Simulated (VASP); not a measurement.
# Mg in VASP: notebook

Aim: see how the results for Mg move with the level of theory and the settings. Levels: PBE+TS, PBEsol. Tasks: single point.

All numbers are computed with VASP 6.6.1; they aren't measurements. Logs are shortened: lines on timing, memory, paths and dates and some standing lists are left out, and cuts for length are marked.

## Step 1: The cell of the first run

Symmetry: P-3m1, No. 164, trigonal system. The conventional cell has a = 3.209 Å, b = 3.209 Å, c = 5.158 Å, α = 90.00°, β = 90.00°, γ = 120.00°. Within 4.1 Å of Mg (site symmetry 3m) lie 12 Mg at 3.14 to 3.22 Å.

## Step 2: Single point, PBE+TS (last atom moved by 0.05 Å along z, cell strained by -1.0% along z)

Input file INCAR:

```
  ALGO = Normal
  EDIFF = 1E-8
  ENCUT = 600
  GGA = PE
  GGA_COMPAT = F
  ISIF = 2
  ISMEAR = 2
  IVDW = 2
  LASPH = T
  LCHARG = F
  LREAL = F
  LWAVE = F
  NELM = 120
  PREC = Accurate
  SIGMA = 0.05
```

Input file KPOINTS:

```
Automatic mesh
0
Gamma
  22 22 12
  0 0 0
```

Input file POSCAR:

```
Mg
1.0
    3.2093000000      0.0000000000      0.0000000000
   -1.6046500000      2.7793353284      0.0000000000
    0.0000000000      0.0000000000      5.1581970000
Mg
2
Direct
    0.6666666700      0.3333333300      0.7500000000
    0.3333333300      0.6666666700      0.2595963800
```

Potentials or basis: VASP PAW PBE potentials, release 64 (Mg).

The run is started by

```sh
$ cat potpaw_PBE.64/Mg/POTCAR > POTCAR
$ mpirun -np 1 vasp_std > vasp.out
```

OUTCAR:

```text
EDIFF = 1E-8
   ENCUT = 600
   GGA = PE
   ISIF = 2
   ISMEAR = 2
   IVDW = 2
   LASPH = T
   LREAL = F
   NELM = 120
   PREC = Accurate
  IVDW =   2

 ion  position               nearest neighbor table
   1  0.667  0.333  0.750-   2 3.14   2 3.14   2 3.14   2 3.22   2 3.22   2 3.22
   2  0.333  0.667  0.260-   1 3.14   1 3.14   1 3.14   1 3.22   1 3.22   1 3.22

  LATTYP: Found a hexagonal cell.
 ALAT       =     3.2093000000
 C/A-ratio  =     1.6072654473

  Lattice vectors:

 A1 = (   3.2093000000,   0.0000000000,   0.0000000000)
 A2 = (  -1.6046500000,   2.7793353284,   0.0000000000)
 A3 = (   0.0000000000,   0.0000000000,   5.1581970000)

Analysis of symmetry for initial positions (statically):
=====================================================================
 Subroutine PRICEL returns:
 Original cell was already a primitive cell.

 Routine SETGRP: Setting up the symmetry group for a
 hexagonal supercell.

 Subroutine GETGRP returns: Found 12 space group operations
 (whereof  6 operations were pure point group operations)
 out of a pool of 24 trial point group operations.

The static configuration has the point symmetry C_3v.
 The point group associated with its full space group is D_3d.

Analysis of symmetry for dynamics (positions and initial velocities):
=====================================================================
 Subroutine PRICEL returns:
 Original cell was already a primitive cell.

 Routine SETGRP: Setting up the symmetry group for a
 hexagonal supercell.

 Subroutine GETGRP returns: Found 12 space group operations
 (whereof  6 operations were pure point group operations)
 out of a pool of 24 trial point group operations.

The dynamic configuration has the point symmetry C_3v.
 The point group associated with its full space group is D_3d.

 Subroutine INISYM returns: Found 12 space group operations
 (whereof  6 operations are pure point group operations),
 and found     1 'primitive' translations

----------------------------------------------------------------------------------------

                                     Primitive cell

  volume of cell :      46.0097

  direct lattice vectors                    reciprocal lattice vectors
     3.209300000  0.000000000  0.000000000     0.311594429  0.179899127  0.000000000
    -1.604650000  2.779335328  0.000000000     0.000000000  0.359798255  0.000000000
     0.000000000  0.000000000  5.158197000     0.000000000  0.000000000  0.193866190

  length of vectors
     3.209300000  3.209300000  5.158197000     0.359798255  0.359798255  0.193866190

  position of ions in fractional coordinates (direct lattice)
     0.666666670  0.333333330  0.750000000
     0.333333330  0.666666670  0.259596380

  ion indices of the primitive-cell ions
   primitive index   ion index
                 1           1
                 2           2

----------------------------------------------------------------------------------------

 KPOINTS: Automatic mesh

Automatic generation of k-mesh.
 Grid dimensions read from file:
 generate k-points for:   22   22   12

 Generating k-lattice:

  Cartesian coordinates                     Fractional coordinates (reciprocal lattice)
     0.014163383  0.008177233  0.000000000     0.045454545  0.000000000  0.000000000
     0.000000000  0.016354466  0.000000000     0.000000000  0.045454545  0.000000000
     0.000000000  0.000000000  0.016155516     0.000000000  0.000000000  0.083333333

  Length of vectors
     0.016354466  0.016354466  0.016155516

  Shift w.r.t. Gamma in fractional coordinates (k-lattice)
     0.000000000  0.000000000  0.000000000

 Subroutine IBZKPT returns following result:
 ===========================================

 Found    564 irreducible k-points:

 Following reciprocal coordinates:
            Coordinates               Weight
  0.000000  0.000000  0.000000      1.000000
  0.045455  0.000000  0.000000      6.000000
  0.090909  0.000000  0.000000      6.000000
  0.136364  0.000000  0.000000      6.000000
  0.181818  0.000000  0.000000      6.000000
  0.227273  0.000000  0.000000      6.000000
[... 16 lines left out ...]
  0.090909  0.090909  0.000000      6.000000
  0.136364  0.090909  0.000000     12.000000
 [... further k-points ...]
   k-points           NKPTS =    564   k-points in BZ     NKDIM =    564   number of bands    NBANDS=      6
   number of dos      NEDOS =    301   number of ions     NIONS =      2
   total plane-waves  NPLWV =  32928
   dimension x,y,z NGX =    28 NGY =   28 NGZ =   42
   dimension x,y,z NGXF=    56 NGYF=   56 NGZF=   84
   ions per type =               2
   NGX,Y,Z   is equivalent  to a cutoff of  14.50, 14.50, 13.54 a.u.
   NGXF,Y,Z  is equivalent  to a cutoff of  29.01, 29.01, 27.07 a.u.
 SYSTEM =  unknown system
   PREC   = accura    normal or accurate (medium, high low for compatibility)
   ISTART =      0    job   : 0-new  1-cont  2-samecut
   ICHARG =      2    charge: 1-file 2-atom 10-const
   ISPIN  =      1    spin polarized calculation?
   LNONCOLLINEAR =      F non collinear calculations
   LSORBIT =      F    spin-orbit coupling
   LASPH  =      T    aspherical Exc in radial PAW
   ENCUT  =  600.0 eV  44.10 Ry    6.64 a.u.   6.41  6.41 10.30*2*pi/ulx,y,z
   NELM   =    120;   NELMIN=  2; NELMDL= -5     # of ELM steps
   EDIFF  = 0.1E-07   stopping-criterion for ELM
   LREAL  =      F    real-space projection
   EDIFFG = 0.1E-06   stopping-criterion for IOM
   NSW    =      0    number of steps for IOM
   IBRION =     -1    ionic relax: 0-MD 1-quasi-New 2-CG
   NFREE  =      0    steps in history (QN), initial steepest desc. (CG)
   ISIF   =      2    stress and relaxation
   ISYM   =      2    0-nonsym 1-usesym 2-fastsym
   POTIM  = 0.5000    time-step for ionic-motion
   TEBEG  =    0.0;   TEEND  =   0.0 temperature during run

   SCALEE = 1.0000    scale energy and forces
   PSTRESS=    0.0 pullay stress
   NELECT =       4.0000    total number of electrons
   NUPDOWN=      -1.0000    fix difference up-down
   EMIN   =  10.00;   EMAX   =-10.00  energy-range for DOS
   EFERMI =   0.00;   METHOD = LEGACY
   ISMEAR =     2;   SIGMA  =   0.05  broadening in eV -4-tet -1-fermi 0-gaus
   EFERMI_NEDOS =   21; number of points for ismear=-14 and -15
   IALGO  =     38    algorithm
   IMIX   =      4    mixing-type and parameters
     AMIX     =   0.40;   BMIX     =  1.00
     AMIX_MAG =   1.60;   BMIX_MAG =  1.00
  volume/ion in A,a.u.               =      23.00       155.24
  Fermi-wavevector in a.u.,A,eV,Ry     =   0.725234  1.370494  7.156189  0.525965
  Thomas-Fermi vector in A             =   1.815905
   LORBIT       =      0    0 simple, 1 ext, 2 COOP (PROOUT), +10 PAW based schemes
   GGA     = PE    functional components
   LHFCALC =     F    Hartree Fock is set to
   AEXX    =    0.0000 exact exchange contribution
   IVDW    =     2    specifies the selected vdW correction
   LEPSILON=     F    determine dielectric tensor
   LRPA    =     F    only Hartree local field effects (RPA)

   CSHIFT  =0.1000    complex shift for real part using Kramers Kronig

   OMEGAMAX=  -1.0    maximum frequency
 non-spin polarized calculation
 Methfessel and Paxton  Order N= 2 SIGMA  =   0.05
  energy-cutoff  :      600.00
  volume of cell :       46.01
 maximum number of plane-waves:      1562
 NGX is ok and might be reduce to    28
   NGX = 13   NGY = 13   NGZ = 21

 number of electron       4.0000000 magnetization

 Free energy of the ion-electron system (eV)
  ---------------------------------------------------
  ext. energy  EPLUGINS =         0.00000000
  ---------------------------------------------------
  free energy    TOTEN  =        -3.00781744 eV

  energy without entropy =       -3.00784989  energy(sigma->0) =       -3.00782555

 E-fermi :   2.6174     XC(G=0):  -8.4840

 val. band max:        2.6074325049   @ k =  -0.1818   0.4091   0.0833
 cond. band min:       2.6184866790   @ k =  -0.0455   0.4545   0.2500
 fundamental gap:      0.0110541741
 Fermi energy:         2.6174377950

 k-point     1 :       0.0000    0.0000    0.0000
  band No.  band energies     occupation
      1      -4.3017      2.00000
      2       0.9967      2.00000
      3       1.4735      2.00000
      4      13.4403      0.00000
      5      13.4403      0.00000
      6      13.5244      0.00000

 k-point     2 :       0.0455    0.0000    0.0000
  band No.  band energies     occupation
      1      -4.2613      2.00000
      2       1.0336      2.00000
      3       1.5128      2.00000
      4      12.3240      0.00000
      5      12.7714      0.00000
      6      13.5185      0.00000

 k-point     3 :       0.0909    0.0000    0.0000
  band No.  band energies     occupation
      1      -4.1404      2.00000
      2       1.1441      2.00000
      3       1.6301      2.00000
      4      10.9437      0.00000
      5      12.1278      0.00000
      6      12.9575      0.00000

 k-point     4 :       0.1364    0.0000    0.0000
  band No.  band energies     occupation
      1      -3.9391      2.00000
      2       1.3284      2.00000
      3       1.8241      2.00000
      4       9.5652      0.00000
      5      11.5514      0.00000
      6      12.3063      0.00000

 k-point     5 :       0.1818    0.0000    0.0000
  band No.  band energies     occupation
      1      -3.6580      2.00000
      2       1.5864      2.00000
      3       2.0921      2.00000
      4       8.2319      0.00000
      5      11.0430      0.00000
      6      11.6365      0.00000

 k-point     6 :       0.2273    0.0000    0.0000
  band No.  band energies     occupation
      1      -3.2978      2.00000
      2       1.9184      2.00000
      3       2.4282      1.99999
      4       6.9618      0.00000
      5      10.6029      0.00000
      6      10.9476      0.00000

 k-point     7 :       0.2727    0.0000    0.0000
  band No.  band energies     occupation
      1      -2.8594      2.00000
      2       2.3245      2.00000
      3       2.8166      0.00000
      4       5.7745      0.00000
      5      10.2183      0.00000
      6      10.2310      0.00000

 k-point     8 :       0.3182    0.0000    0.0000
  band No.  band energies     occupation
      1      -2.3439      2.00000
      2       2.8045      0.00001
      3       3.1841      0.00000
      4       4.7442      0.00000
      5       9.3529      0.00000
      6       9.4351      0.00000
[... 91 lines left out ...]
 k-point    19 :       0.3182    0.0455    0.0000
  band No.  band energies     occupation
      1      -2.0280      2.00000
      2       3.1000      0.00000
      3       3.2672      0.00000
      4       4.4316      0.00000
      5       8.5671      0.00000
      6       8.8330      0.00000

 k-point    20 :       0.3636    0.0455    0.0000
  band No.  band energies     occupation
      1      -1.3997      2.00000
      2       2.7008     -0.00262
      3       3.6907      0.00000
      4       4.5335      0.00000
      5       7.7952      0.00000
      6       7.9874      0.00000

 k-point    21 :       0.4091    0.0455    0.0000
  band No.  band energies     occupation
      1      -0.6982      2.00000
      2       1.8025      2.00000
      3       4.3530      0.00000
      4       5.0938      0.00000
      5       6.8342      0.00000
      6       7.2840      0.00000

 k-point    22 :       0.4545    0.0455    0.0000
  band No.  band energies     occupation
      1       0.0736      2.00000
      2       0.9110      2.00000
      3       5.0695      0.00000
      4       5.7526      0.00000
      5       5.9686      0.00000
      6       6.5519      0.00000

 k-point    23 :       0.0909    0.0909    0.0000
  band No.  band energies     occupation
      1      -3.8185      2.00000
      2       1.4389      2.00000
      3       1.9396      2.00000
      4       9.5271      0.00000
      5       9.8161      0.00000
      6      14.0373      0.00000

 k-point    24 :       0.1364    0.0909    0.0000
  band No.  band energies     occupation
      1      -3.5378      2.00000
      2       1.6971      2.00000
      3       2.2058      2.00000
      4       8.3114      0.00000
      5       9.1536      0.00000
      6      13.0121      0.00000

 [... further k-points ...]

------------------------ aborting loop because EDIFF is reached ----------------------------------------

  Hirshfeld charges:
            ion         q(e)
   ------------------------------
      1     Mg       0.00000001
      2     Mg      -0.00000001

  Tkatchenko/Scheffler method for vdW energy calculation

  Number of pair interactions contributing to vdW energy:   34236

  Edisp (eV):   -0.89376

  FORCE on cell =-STRESS in cart. coord.  units (eV):
  Direction    XX          YY          ZZ          XY          YZ          ZX
  --------------------------------------------------------------------------------------
  -------------------------------------------------------------------------------------
  Total      -1.29046    -1.29046    -1.25853     0.00000     0.00000     0.00000
  in kB     -44.93711   -44.93711   -43.82531     0.00000     0.00000     0.00000
  external pressure =      -44.57 kB  Pullay stress =        0.00 kB

 VOLUME and BASIS-vectors are now :
 -----------------------------------------------------------------------------
  energy-cutoff  :      600.00
  volume of cell :       46.01
      direct lattice vectors                 reciprocal lattice vectors
     3.209300000  0.000000000  0.000000000     0.311594429  0.179899127  0.000000000
    -1.604650000  2.779335328  0.000000000     0.000000000  0.359798255  0.000000000
     0.000000000  0.000000000  5.158197000     0.000000000  0.000000000  0.193866190

 POSITION                                       TOTAL-FORCE (eV/Angst)
 -----------------------------------------------------------------------------------
      1.60465      0.92645      3.86865         0.000000      0.000000      0.143175
     -0.00000      1.85289      1.33905        -0.000000     -0.000000     -0.143175
 -----------------------------------------------------------------------------------
    total drift:                               -0.000000      0.000000     -0.000001

  FREE ENERGIE OF THE ION-ELECTRON SYSTEM (eV)
  ---------------------------------------------------
  free  energy   TOTEN  =        -3.9015770170 eV

  energy  without entropy=       -3.9016094669  energy(sigma->0) =       -3.90158513
```

Wall time 68 s (1 thread of AMD EPYC 9R45 (Zen 5), shared host); peak memory 0.33 GiB.

What came out:

```
Free energy                : -3.9016 eV
Pressure                   : -4.5 GPa
Largest force              : 0.143 eV/Å
Band gap on the k mesh     : zero (bands 2 and 3 overlap by 2.29 eV)
Dispersion energy per atom : -0.447 eV
```

Forces in eV/Å, atoms in the order of the input:
```
Mg   0.000  0.000  0.143
Mg   0.000  0.000 -0.143
```

Stress tensor (GPa, compression positive):
```
-4.49  0.00  0.00
 0.00 -4.49  0.00
 0.00  0.00 -4.38
```

Levels at points of the mesh, in eV from the Fermi level:
```csv
k point,band 1,band 2,band 3,band 4,band 5,band 6
"(0.00, 0.00, 0.00)",-6.92,-1.62,-1.14,10.82,10.82,10.91
"(0.50, 0.00, 0.00)",-2.16,-2.16,2.68,3.05,3.35,3.73
```

Caveat: the cell differs from its parent crystal (last atom moved by 0.05 Å along z, cell strained by -1.0% along z); the cell stands under tension.

## Step 3: Single point, PBEsol

This run uses another cell than the first one, of 15.37 Å³/atom.

Input file INCAR:

```
PREC = Accurate
ENCUT = 520
EDIFF = 1E-7
ISMEAR = -1
SIGMA = 0.05
LREAL = False
LASPH = True
NELM = 60
ALGO = Fast
ISIF = 2
LWAVE = False
LCHARG = True
GGA = PS
LELF = True
LVHAR = True
NBANDS = 9
```

Input file KPOINTS:

```
Automatic mesh
0
Gamma
  10 10 5
```

Input file POSCAR:

```
Mg
1.0
    2.7918198308      0.0000000000      0.0000000000
   -1.3959099154      2.4177868963      0.0000000000
    0.0000000000      0.0000000000      4.5539750069
Mg
2
Direct
    0.6666666667      0.3333333333      0.7500000000
    0.3333333333      0.6666666667      0.2500000000
```

Potentials or basis: VASP PAW PBE potentials, release 64 (Mg).

The run is started by

```sh
$ cat potpaw_PBE.64/Mg/POTCAR > POTCAR
$ mpirun -np 1 vasp_std > vasp.out
```

Run time: 17 s. Hardware: 1 thread of Intel Xeon 8259CL, shared host; peak memory 0.15 GiB.

Results (log left out):

| Quantity | Value |
| --- | --- |
| Free energy | -2.4489 eV |
| Pressure | 30.5 GPa |
| Band gap on the k mesh | zero (bands 2 and 3 overlap by 1.79 eV) |

Levels at points of the mesh, in eV from the Fermi level:
```tsv
k point	band 1	band 2	band 3	band 4	band 5	band 6	band 7
(0.00, 0.00, 0.00)	-8.94	-2.49	-1.38	13.39	13.39	14.22	14.43
(0.50, 0.00, 0.00)	-2.97	-2.57	3.00	3.26	4.49	4.49	9.28
```

Caveat: the cell stands under pressure; the PAW data sets were made with another functional, which shifts forces and pressure a little.

[end of part 1 of 2]
